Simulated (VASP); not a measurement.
A run of VASP 6.6.1 is set up as follows.

Contents of INCAR:

```
PREC = Accurate
ENCUT = 520
EDIFF = 1E-6
ISMEAR = 0
SIGMA = 0.15
LREAL = False
LASPH = True
NELM = 150
ALGO = Normal
ISIF = 2
LWAVE = False
LCHARG = False
ISPIN = 2
MAGMOM = 0.5
LORBIT = 11
LMAXMIX = 4
GGA = PS
NBANDS = 15
```

The input KPOINTS:

```
Automatic mesh
0
Gamma
  24 24 24
```

POSCAR

```
Ni
1.0
   -1.3837154700      1.5393834604      1.3837154700
    1.3837154700     -1.5393834604      1.3837154700
    1.3837154700      1.5393834604     -1.3837154700
Ni
1
Direct
    0.0000000000      0.0000000000      0.0000000000
```

Potentials or basis: VASP PAW PBE potentials, release 64 (Ni).

Command:

```bash
$ cat potpaw_PBE.64/Ni/POTCAR > POTCAR
$ mpirun -np 1 vasp_std > vasp.out
```

Question: Estimate the site moments.

Answer: Ni +0.62 μB.

Question: Predict the pressure.

Answer: -19.8 GPa.

Question: What does it give for the net moment?

Answer: 0.60 μB per cell.

Stress tensor (GPa, compression positive):
```
-21.96   0.00   0.00
  0.00 -15.54   0.00
  0.00   0.00 -21.96
```

Caveat: the cell differs from its parent crystal (strain +0.1125 x Voigt [0, 1, 0, 0, 0, 0]); the stress differs along the axes, from -22 to -16 GPa; the PAW data sets were made with another functional, which shifts forces and pressure a little.
